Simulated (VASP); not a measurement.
# TaAs (Fm-3m) in VASP: a series of runs

The runs below take TaAs through single point, relaxation of cell and atoms, with PBE.

Everything below comes from runs of VASP 6.6.1. Logs are shortened: lines on timing, memory, paths and dates and some standing lists are left out, and cuts for length are marked.

## (1) The cell of the first run

Symmetry: Fm-3m, No. 225, cubic system. Conventional cell: a = 5.267 Å, b = 5.267 Å, c = 5.267 Å, α = 90.00°, β = 90.00°, γ = 90.00°. Within 3.5 Å of Ta (site symmetry m-3m) lie 6 As at 2.63 Å. As (site symmetry m-3m) has 6 Ta at 2.63 Å within 3.5 Å.

## (2) Single point, PBE

INCAR reads:

```
PREC = Accurate
ENCUT = 520
EDIFF = 1E-6
ISMEAR = 0
SIGMA = 0.1
LREAL = F
LASPH = T
NELM = 60
ALGO = Normal
ISIF = 2
LWAVE = F
LCHARG = F
GGA = PE
NBANDS = 15
```

KPOINTS reads:

```
regular mesh
0
Gamma
  14 14 14
```

POSCAR reads:

```
TaAs
1.0
    0.0000000000      2.6333304055      2.6333304055
    2.6333304055      0.0000000000      2.6333304055
    2.6333304055      2.6333304055      0.0000000000
Ta As
1 1
Direct
    0.5000000000      0.5000000000      0.5000000000
    0.0000000000      0.0000000000      0.0000000000
```

Potentials or basis: VASP PAW PBE potentials, release 64 (Ta_pv, As).

Run with:

```sh
$ cat potpaw_PBE.64/Ta_pv/POTCAR potpaw_PBE.64/As/POTCAR > POTCAR
$ mpirun -np 1 vasp_std > vasp.out
```

OUTCAR:

```text
PREC = Accurate
   ENCUT = 520
   EDIFF = 1E-6
   ISMEAR = 0
   LREAL = F
   LASPH = T
   NELM = 60
   ISIF = 2
   GGA = PE

 ion  position               nearest neighbor table
   1  0.500  0.500  0.500-   2 2.63   2 2.63   2 2.63   2 2.63   2 2.63   2 2.63
   2  0.000  0.000  0.000-   1 2.63   1 2.63   1 2.63   1 2.63   1 2.63   1 2.63

  LATTYP: Found a face centered cubic cell.
 ALAT       =     5.2666608110

  Lattice vectors:

 A1 = (   0.0000000000,   2.6333304055,   2.6333304055)
 A2 = (   2.6333304055,   0.0000000000,   2.6333304055)
 A3 = (   2.6333304055,   2.6333304055,   0.0000000000)

Analysis of symmetry for initial positions (statically):
=====================================================================
 Subroutine PRICEL returns:
 Original cell was already a primitive cell.

 Routine SETGRP: Setting up the symmetry group for a
 face centered cubic supercell.

 Subroutine GETGRP returns: Found 48 space group operations
 (whereof 48 operations were pure point group operations)
 out of a pool of 48 trial point group operations.

The static configuration has the point symmetry O_h .

Analysis of symmetry for dynamics (positions and initial velocities):
=====================================================================
 Subroutine PRICEL returns:
 Original cell was already a primitive cell.

 Routine SETGRP: Setting up the symmetry group for a
 face centered cubic supercell.

 Subroutine GETGRP returns: Found 48 space group operations
 (whereof 48 operations were pure point group operations)
 out of a pool of 48 trial point group operations.

The dynamic configuration has the point symmetry O_h .

 Subroutine INISYM returns: Found 48 space group operations
 (whereof 48 operations are pure point group operations),
 and found     1 'primitive' translations

----------------------------------------------------------------------------------------

                                     Primitive cell

  volume of cell :      36.5213

  direct lattice vectors                    reciprocal lattice vectors
     0.000000000  2.633330406  2.633330406    -0.189873629  0.189873629  0.189873629
     2.633330406  0.000000000  2.633330406     0.189873629 -0.189873629  0.189873629
     2.633330406  2.633330406  0.000000000     0.189873629  0.189873629 -0.189873629

  length of vectors
     3.724091574  3.724091574  3.724091574     0.328870772  0.328870772  0.328870772

  position of ions in fractional coordinates (direct lattice)
     0.500000000  0.500000000  0.500000000
     0.000000000  0.000000000  0.000000000

  ion indices of the primitive-cell ions
   primitive index   ion index
                 1           1
                 2           2

----------------------------------------------------------------------------------------

 KPOINTS: regular mesh

Automatic generation of k-mesh.
 Grid dimensions read from file:
 generate k-points for:   14   14   14

 Generating k-lattice:

  Cartesian coordinates                     Fractional coordinates (reciprocal lattice)
    -0.013562402  0.013562402  0.013562402     0.071428571  0.000000000  0.000000000
     0.013562402 -0.013562402  0.013562402     0.000000000  0.071428571  0.000000000
     0.013562402  0.013562402 -0.013562402     0.000000000  0.000000000  0.071428571

  Length of vectors
     0.023490769  0.023490769  0.023490769

  Shift w.r.t. Gamma in fractional coordinates (k-lattice)
     0.000000000  0.000000000  0.000000000

 Subroutine IBZKPT returns following result:
 ===========================================

 Found    104 irreducible k-points:

 Following reciprocal coordinates:
            Coordinates               Weight
  0.000000  0.000000  0.000000      1.000000
  0.071429  0.000000  0.000000      8.000000
  0.142857  0.000000  0.000000      8.000000
  0.214286  0.000000  0.000000      8.000000
  0.285714  0.000000  0.000000      8.000000
  0.357143  0.000000  0.000000      8.000000
[... 16 lines left out ...]
  0.214286  0.142857  0.000000     24.000000
  0.285714  0.142857  0.000000     24.000000
 [... further k-points ...]
   k-points           NKPTS =    104   k-points in BZ     NKDIM =    104   number of bands    NBANDS=     15
   number of dos      NEDOS =    301   number of ions     NIONS =      2
   total plane-waves  NPLWV =  21952
   dimension x,y,z NGX =    28 NGY =   28 NGZ =   28
   dimension x,y,z NGXF=    56 NGYF=   56 NGZF=   56
   ions per type =               1   1
   NGX,Y,Z   is equivalent  to a cutoff of  12.50, 12.50, 12.50 a.u.
   NGXF,Y,Z  is equivalent  to a cutoff of  25.00, 25.00, 25.00 a.u.
 SYSTEM =  unknown system
   PREC   = accura    normal or accurate (medium, high low for compatibility)
   ISTART =      0    job   : 0-new  1-cont  2-samecut
   ICHARG =      2    charge: 1-file 2-atom 10-const
   ISPIN  =      1    spin polarized calculation?
   LNONCOLLINEAR =      F non collinear calculations
   LSORBIT =      F    spin-orbit coupling
   LASPH  =      T    aspherical Exc in radial PAW
   ENCUT  =  520.0 eV  38.22 Ry    6.18 a.u.   6.92  6.92  6.92*2*pi/ulx,y,z
   NELM   =     60;   NELMIN=  2; NELMDL= -5     # of ELM steps
   EDIFF  = 0.1E-05   stopping-criterion for ELM
   LREAL  =      F    real-space projection
   EDIFFG = 0.1E-04   stopping-criterion for IOM
   NSW    =      0    number of steps for IOM
   IBRION =     -1    ionic relax: 0-MD 1-quasi-New 2-CG
   NFREE  =      0    steps in history (QN), initial steepest desc. (CG)
   ISIF   =      2    stress and relaxation
   ISYM   =      2    0-nonsym 1-usesym 2-fastsym
   POTIM  = 0.5000    time-step for ionic-motion
   TEBEG  =    0.0;   TEEND  =   0.0 temperature during run
   PSTRESS=    0.0 pullay stress
   NELECT =      16.0000    total number of electrons
   NUPDOWN=      -1.0000    fix difference up-down
   EMIN   =  10.00;   EMAX   =-10.00  energy-range for DOS
   EFERMI =   0.00;   METHOD = LEGACY
   ISMEAR =     0;   SIGMA  =   0.10  broadening in eV -4-tet -1-fermi 0-gaus
   EFERMI_NEDOS =   21; number of points for ismear=-14 and -15
   IALGO  =     38    algorithm
   IMIX   =      4    mixing-type and parameters
     AMIX     =   0.40;   BMIX     =  1.00
     AMIX_MAG =   1.60;   BMIX_MAG =  1.00
  volume/ion in A,a.u.               =      18.26       123.23
  Fermi-wavevector in a.u.,A,eV,Ry     =   1.243367  2.349624 21.034096  1.545962
  Thomas-Fermi vector in A             =   2.377681
   LORBIT       =      0    0 simple, 1 ext, 2 COOP (PROOUT), +10 PAW based schemes
   GGA     = PE    functional components
   LHFCALC =     F    Hartree Fock is set to
   AEXX    =    0.0000 exact exchange contribution
   IVDW    =     0    specifies the selected vdW correction
   LEPSILON=     F    determine dielectric tensor
   LRPA    =     F    only Hartree local field effects (RPA)
 non-spin polarized calculation
 Gauss-broadening in eV      SIGMA  =   0.10
  energy-cutoff  :      520.00
  volume of cell :       36.52
 maximum number of plane-waves:       998
   NGX = 13   NGY = 13   NGZ = 13

 number of electron      15.9999999 magnetization

 Free energy of the ion-electron system (eV)
  ---------------------------------------------------
  ext. energy  EPLUGINS =         0.00000000
  ---------------------------------------------------
  free energy    TOTEN  =       -16.41550328 eV

  energy without entropy =      -16.40736260  energy(sigma->0) =      -16.41143294

 E-fermi :   7.2240     XC(G=0): -11.6529

 val. band max:        7.2078850908   @ k =  -0.4286   0.2143   0.0714
 cond. band min:       7.2270328876   @ k =  -0.2857   0.5000   0.2143
 fundamental gap:      0.0191477968
 Fermi energy:         7.2239568478

 k-point     1 :       0.0000    0.0000    0.0000
  band No.  band energies     occupation
      1     -28.3761      2.00000
      2     -28.3761      2.00000
      3     -28.3761      2.00000
      4      -7.0303      2.00000
      5       5.6068      2.00000
      6       5.6068      2.00000
      7       5.6068      2.00000
      8       6.3226      2.00000
      9       6.3226      2.00000
     10       6.7450      2.00000
     11       6.7450      2.00000
     12       6.7450      2.00000
     13      10.9015      0.00000
     14      14.5644      0.00000
     15      19.9718      0.00000

 k-point     2 :       0.0714    0.0000    0.0000
  band No.  band energies     occupation
      1     -28.3824      2.00000
      2     -28.3766      2.00000
      3     -28.3766      2.00000
      4      -6.9452      2.00000
      5       5.0934      2.00000
      6       5.3492      2.00000
      7       5.3492      2.00000
      8       5.8712      2.00000
      9       5.8712      2.00000
     10       6.8035      2.00000
     11       7.6513      0.00000
     12       7.6513      0.00000
     13      11.3945      0.00000
     14      14.7617      0.00000
     15      19.7426      0.00000

 k-point     3 :       0.1429    0.0000    0.0000
  band No.  band energies     occupation
      1     -28.4002      2.00000
      2     -28.3780      2.00000
      3     -28.3780      2.00000
      4      -6.6951      2.00000
      5       4.0040      2.00000
      6       4.5581      2.00000
      7       4.5581      2.00000
      8       6.0429      2.00000
      9       6.0429      2.00000
     10       6.8828      2.00000
     11       8.8509      0.00000
     12       8.8509      0.00000
     13      12.4868      0.00000
     14      15.2087      0.00000
     15      18.3425      0.00000
[... 343 lines left out ...]
 k-point    23 :       0.2143    0.1429    0.0000
  band No.  band energies     occupation
      1     -28.4134      2.00000
      2     -28.3883      2.00000
      3     -28.3864      2.00000
      4      -6.3335      2.00000
      5       2.6173      2.00000
      6       4.2662      2.00000
      7       4.5549      2.00000
      8       5.3514      2.00000
      9       6.6765      2.00000
     10       7.9746      0.00000
     11       8.6193      0.00000
     12       9.5040      0.00000
     13      14.5910      0.00000
     14      15.9022      0.00000
     15      16.4291      0.00000

 k-point    24 :       0.2857    0.1429    0.0000
  band No.  band energies     occupation
      1     -28.4367      2.00000
      2     -28.3916      2.00000
      3     -28.3885      2.00000
      4      -5.9417      2.00000
      5       1.8809      2.00000
      6       3.5197      2.00000
      7       4.0121      2.00000
      8       5.6947      2.00000
      9       7.0755      1.96424
     10       7.9805      0.00000
     11       9.4679      0.00000
     12      10.6964      0.00000
     13      14.2614      0.00000
     14      15.7530      0.00000
     15      16.5266      0.00000

 [... further k-points ...]
[... 5 lines left out ...]
  --------------------------------------------------------------------------------------
  -------------------------------------------------------------------------------------
  Total        0.0819308      0.0819308      0.0819308      0.0000000      0.0000000      0.0000000
  in kB        3.5942776      3.5942776      3.5942776      0.0000000      0.0000000      0.0000000
  external PRESSURE =       3.5942776 kB  Pullay stress =       0.0000000 kB

 VOLUME and BASIS-vectors are now :
 -----------------------------------------------------------------------------
  energy-cutoff  :      520.00
  volume of cell :       36.52
      direct lattice vectors                 reciprocal lattice vectors
     0.000000000  2.633330406  2.633330406    -0.189873629  0.189873629  0.189873629
     2.633330406  0.000000000  2.633330406     0.189873629 -0.189873629  0.189873629
     2.633330406  2.633330406  0.000000000     0.189873629  0.189873629 -0.189873629

 POSITION                                       TOTAL-FORCE (eV/Angst)
 -----------------------------------------------------------------------------------
      2.63333      2.63333      2.63333         0.000000     -0.000000      0.000000
      0.00000      0.00000      0.00000        -0.000000      0.000000     -0.000000
 -----------------------------------------------------------------------------------
    total drift:                                0.000000      0.000000      0.000000

  FREE ENERGIE OF THE ION-ELECTRON SYSTEM (eV)
  ---------------------------------------------------
  free  energy   TOTEN  =       -16.4155032800 eV

  energy  without entropy=      -16.4073626021  energy(sigma->0) =      -16.41143294
```

Run time: 25 s. Hardware: 1 thread of Intel Xeon 6975P-C (Granite Rapids), shared host; peak memory 0.2 GiB.

What came out:

```
Free energy            : -16.4155 eV
Pressure               : 0.4 GPa
Band gap on the k mesh : zero (band 8 reaches 8.04 eV, above the bottom of band 9 at 5.87 eV)
```

Caveat: spin-orbit coupling is left out, which moves the levels of the heavy elements.

## (3) Relaxation of cell and atoms, PBE

INCAR reads:

```
PREC = Accurate
ENCUT = 600
EDIFF = 1E-6
ISMEAR = 0
SIGMA = 0.1
LREAL = False
LASPH = True
NELM = 100
ALGO = Normal
ISIF = 3
LWAVE = False
LCHARG = False
GGA = PE
IBRION = 2
NSW = 80
EDIFFG = -0.01
```

KPOINTS reads:

```
Automatic mesh
0
Gamma
  14 14 14
```

POSCAR is that of step 2.

Potentials or basis: VASP PAW PBE potentials, release 64 (Ta_pv, As).

Run with:

```sh
$ cat potpaw_PBE.64/Ta_pv/POTCAR potpaw_PBE.64/As/POTCAR > POTCAR
$ mpirun -np 1 vasp_std > vasp.out
```

It took 50 s on 1 thread of Intel Xeon 6975P-C (Granite Rapids), shared host; peak memory 0.22 GiB.

Results (log left out):

```
Free energy                            : -16.4160 eV
Relaxed volume                         : 18.30 Å³/atom
Relaxed cell                           : a = 3.727 Å, b = 3.727 Å, c = 3.727 Å, α = 60.00°, β = 60.00°, γ = 60.00°
Space group after relaxing (to 0.05 Å) : Fm-3m (No. 225)
Energy gained by relaxing              : 0.0 meV/atom
Ionic steps                            : 3
Pressure after relaxing                : 0.0 GPa
```

Final structure:
```
Ta As
1.0
     0.00000    2.63535    2.63535
     2.63535    0.00000    2.63535
     2.63535    2.63535    0.00000
Ta As
1 1
Direct
  0.50000 0.50000 0.50000
  0.00000 0.00000 0.00000
```

Levels at points of the mesh, in eV from the Fermi level:
```
           k point  band 6  band 7  band 8  band 9  band 10  band 11
(0.00, 0.00, 0.00)   -1.61   -1.61   -0.90   -0.90    -0.48    -0.48
(0.50, 0.00, 0.00)   -4.68   -4.68    0.82    0.82     1.28     2.77
(0.50, 0.50, 0.00)   -3.53   -2.50   -2.50    0.19     0.96     1.60
```

Caveat: the bands computed are all filled at some k points, so no gap is given; spin-orbit coupling is left out, which moves the levels of the heavy elements.
